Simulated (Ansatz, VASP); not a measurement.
# GaN: VASP beside Ansatz

```
CELL_PARAMETERS angstrom
3.22517 0.00000 0.00000
-1.61258 2.79308 0.00000
0.00000 0.00000 5.25209
ATOMIC_POSITIONS crystal
Ga 0.33333 0.66667 0.99911
Ga 0.66667 0.33333 0.49911
N 0.33333 0.66667 0.37589
N 0.66667 0.33333 0.87589
```

Alike in both runs: functional r2SCAN; k mesh 12 × 12 × 6; occupations fermi-dirac, width 0.02 eV; no spin polarisation.

Ansatz relaxed the structure, and its values are those at the end. VASP's run is a single point on that final structure, the one shown.

|  | VASP | Ansatz |
| --- | --- | --- |
| version | VASP 6.6.1 | Ansatz 0.2.0 |
| potentials or method | VASP PAW PBE potentials, release 64 (Ga_d, N), cutoff 520 eV | PAW plane waves |
| valence electrons in the cell | 36 | 36 |

```tsv
	VASP	Ansatz	Ansatz less VASP
gap on the k mesh at the Fermi level (eV)	2.07	2.08	+0.007
pressure (GPa)	-6.1	-7.1	-0.95
rms of the force components (eV/Å)	0.001	0.004	+0.0029
```

VASP's potentials were made for PBE, not for r2SCAN. The functional is the same, so the differences come from potentials, cutoffs and numerics. Ansatz's warnings: stress scf threshold loose.
